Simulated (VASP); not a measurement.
Here is a VASP 6.6.1 calculation.

INCAR

```
SYSTEM = Ge
PREC = Accurate
ENCUT = 520
EDIFF = 1E-7
ISMEAR = 0
SIGMA = 0.1
LREAL = .False.
LASPH = .True.
NELM = 80
ALGO = Normal
ISIF = 2
LWAVE = .False.
LCHARG = .False.
LDIPOL = .True.
IDIPOL = 3
DIPOL = 0.5 0.5 0.387
GGA = PE
IVDW = 12
NBANDS = 36
```

The input KPOINTS:

```
Automatic mesh
0
Gamma
  9 9 1
  0 0 0
```

The input POSCAR:

```
Ge
1.0
    4.0226895355      0.0000000000      0.0000000000
   -2.0113447678      3.4837513293      0.0000000000
    0.0000000000      0.0000000000     18.8685220287
Ge
4
Direct
    0.3333333333      0.6666666667      0.2747571329
    0.6666666667      0.3333333333      0.2384924475
    0.4444444444      1.8888888889      0.5362646853
    0.7777777778      1.5555555556      0.5000000000
```

Potentials or basis: VASP PAW PBE potentials, release 64 (Ge_d).

Launch:

```sh
$ cat potpaw_PBE.64/Ge_d/POTCAR > POTCAR
$ mpirun -np 1 vasp_std > vasp.out
```

Question: What does it give for the band gap on the k mesh?

Answer: 0.35 eV.

Question: Estimate the dispersion energy per atom.

Answer: -0.190 eV.

Question: Predict the largest force.

Answer: 0.102 eV/Å.

Forces in eV/Å, atoms in the order of the input:
```
Ge   0.000  0.000  0.102
Ge   0.000 -0.006  0.019
Ge   0.000  0.006 -0.019
Ge   0.000  0.000 -0.102
```

Caveat: the cell differs from its parent crystal (layers slid over each other).
